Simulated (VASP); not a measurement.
A run of VASP 6.6.1 is set up as follows.

File INCAR:

```
SYSTEM = InSb
PREC     = Accurate       ! precision mode
ENCUT    = 520            ! plane-wave cutoff, eV
EDIFF    = 1E-6           ! SCF threshold, eV
ISMEAR   = -1             ! smearing method
SIGMA    = 0.15           ! smearing width, eV
LREAL    = .False.        ! projectors in reciprocal space
LASPH    = .True.         ! aspherical terms in the spheres
NELM     = 60             ! most SCF steps
ALGO     = Normal         ! electronic algorithm
ISIF     = 2              ! what is computed and relaxed
LWAVE    = .False.        ! write WAVECAR
LCHARG   = .False.        ! write CHGCAR
GGA      = PE             ! functional
NBANDS   = 16             ! bands
```

File KPOINTS:

```
Automatic mesh
0
Gamma
  12 12 12
  0 0 0
```

The input POSCAR:

```
InSb
1.0
    0.0000000000      2.8484227257      2.8484227257
    2.8484227257      0.0000000000      2.8484227257
    2.8484227257      2.8484227257      0.0000000000
In Sb
1 1
Direct
    0.0000000000      0.0000000000      0.0000000000
    0.7500000000      0.7500000000      0.7500000000
```

Potentials or basis: VASP PAW PBE potentials, release 64 (In_d, Sb).

Command:

```sh
$ cat potpaw_PBE.64/In_d/POTCAR potpaw_PBE.64/Sb/POTCAR > POTCAR
$ mpirun -np 1 vasp_std > vasp.out
```

Problem. Predict the pressure.

Solution. 49.8 GPa.

Problem. Predict the band gap on the k mesh.

Solution. 0.35 eV (least direct gap 2.10 eV).

Caveat: the cell stands under pressure; spin-orbit coupling is left out, which moves the levels of the heavy elements. A k mesh can miss the band edges.
